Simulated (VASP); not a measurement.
The system is Cs2GaAg.

```xyz
4
Lattice="6.0342 0.0000 0.0000 -3.0171 5.2258 0.0000 0.0000 0.0000 6.4619" Properties=species:S:1:pos:R:3 pbc="T T T"
Cs    3.0171    1.7419    4.6647
Cs    0.0000    3.4839    1.7972
Ga    0.0000    0.0000    0.0000
Ag    0.0000    0.0000    3.2310
```

The cell was built from a structure type or drawn by symmetry, and may not be a known phase.

- Program: VASP 6.6.1
- Task: relaxation of cell and atoms
- Functional: PBE
- Potentials or basis: VASP PAW PBE potentials, release 64 (Cs_sv, Ga_d, Ag)
- Cutoff: 600 eV
- k mesh: 3 × 3 × 4
- Occupations: gaussian, width 0.1 eV
- Spin: no spin polarisation

At the start: pressure -0.2 GPa; volume 50.94 Å³/atom.

How do energy, volume and symmetry change on relaxing?

Over 10 steps the energy falls by 168.1 meV/atom and the volume is 47.97 Å³/atom (-5.8 %); space group P-3m1 (No. 164, to 0.1 Å) before and after.

Step by step:
| step | energy change (eV) | largest force (eV/Å) | pressure (GPa) | volume (Å³) |
| --- | --- | --- | --- | --- |
| 1 | 0.0000 | 0.0121 | -0.17 | 203.77 |
| 2 | -0.0541 | 0.0176 | -0.18 | 202.07 |
| 3 | -0.1911 | 0.0038 | -0.18 | 196.24 |
| 4 | -0.6506 | 0.0516 | 0.59 | 181.04 |
| 5 | -0.6698 | 0.0388 | 0.09 | 192.11 |
| 6 | -0.6702 | 0.0403 | 0.16 | 190.66 |
| 7 | -0.6689 | 0.0405 | -0.20 | 193.71 |
| 8 | -0.6720 | 0.0406 | 0.00 | 191.95 |
| 9 | -0.6720 | 0.0403 | -0.02 | 191.98 |
| 10 | -0.6724 | 0.0375 | -0.01 | 191.90 |

Final structure:
```cif
data_structure
_symmetry_space_group_name_H-M 'P 1'
_symmetry_Int_Tables_number 1
_cell_length_a 6.6755
_cell_length_b 6.6755
_cell_length_c 4.9725
_cell_angle_alpha 90.000
_cell_angle_beta 90.000
_cell_angle_gamma 120.000
_cell_volume 191.90
loop_
_atom_site_label
_atom_site_type_symbol
_atom_site_fract_x
_atom_site_fract_y
_atom_site_fract_z
_atom_site_occupancy
Cs1 Cs 0.66667 0.33333 0.72353 1
Cs2 Cs 0.33333 0.66667 0.27647 1
Ga1 Ga 0.00000 0.00000 0.00000 1
Ag1 Ag 0.00000 0.00000 0.50000 1
```

Caveat: the k points lie up to 0.36 Å⁻¹ apart in the final cell, too coarse for converged energies and pressures of a metal; a cell axis changed by over 15 % at a fixed basis, so the end point is rough.
